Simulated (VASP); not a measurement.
A run of VASP 6.6.1 is set up as follows.

INCAR

```
  PREC = Accurate
  ENCUT = 520
  EDIFF = 1E-7
  ISMEAR = 0
  SIGMA = 0.05
  LREAL = False
  LASPH = True
  NELM = 60
  ALGO = Normal
  ISIF = 2
  LWAVE = False
  LCHARG = True
  GGA = PS
  LELF = True
  LVHAR = True
  NBANDS = 30
```

Contents of KPOINTS:

```
regular mesh
0
Gamma
  8 1 3
```

File POSCAR:

```
P
1.0
   -3.2837277200      0.0000000000      0.0000000000
    0.0000000000    -34.8570309900      4.6320847100
    0.0000000000      0.1317300658     10.2554550447
P
8
Direct
    0.0000000000      0.0315489445      0.4790423483
    0.0000000000      0.0298449217      0.0281416801
    0.0000000000      0.9735631238      0.8736596562
    0.0000000000      0.9718591011      0.4227589880
    0.5000000000      0.9730251663      0.7313109646
    0.5000000000      0.9713211435      0.2804102964
    0.5000000000      0.0320869020      0.6213910400
    0.5000000000      0.0303828793      0.1704903718
```

Potentials or basis: VASP PAW PBE potentials, release 64 (P).

The run is started by

```bash
$ cat potpaw_PBE.64/P/POTCAR > POTCAR
$ mpirun -np 1 vasp_std > vasp.out
```

Q: Estimate the largest force.

A: 0.638 eV/Å.

Q: Estimate the band gap on the k mesh.

A: Zero (bands 20 and 21 overlap by 0.28 eV).

Forces on the atoms (eV/Å):
```
P    0.000  0.014 -0.277
P    0.000 -0.119 -0.347
P    0.000  0.119  0.347
P    0.000 -0.014  0.277
P    0.000 -0.315  0.555
P    0.000  0.134 -0.118
P    0.000 -0.134  0.118
P    0.000  0.315 -0.555
```

Caveat: the cell differs from its parent crystal (the distance across one plane changed); there is no dipole correction, which matters where the two faces differ; the PAW data sets were made with another functional, which shifts forces and pressure a little.
